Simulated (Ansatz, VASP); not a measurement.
**CaO: VASP beside Ansatz**

```
Ca O
1.0
     0.00000    2.47695    2.47695
     2.47695    0.00000    2.47695
     2.47695    2.47695    0.00000
Ca O
1 1
Direct
  0.00000 0.00000 0.00000
  0.50000 0.50000 0.50000
```

Alike in both runs: task single point; functional PBE; k mesh 8 × 8 × 8; occupations gaussian, width 0.02 eV; no spin polarisation.

|  | VASP | Ansatz |
| --- | --- | --- |
| version | VASP 6.6.1 | Ansatz 0.2.0 |
| potentials or method | VASP PAW PBE potentials, release 64 (Ca_sv, O), cutoff 520 eV | scalar-relativistic, plane waves, PAW |
| valence electrons in the cell | 16 | 16 |

|  | VASP | Ansatz | Ansatz less VASP |
| --- | --- | --- | --- |
| gap on the k mesh at the Fermi level (eV) | 3.64 | 3.66 | +0.016 |
| least direct gap on the mesh (eV) | 4.02 | 4.03 | +0.014 |
| pressure (GPa) | -6.4 | -6.8 | -0.37 |
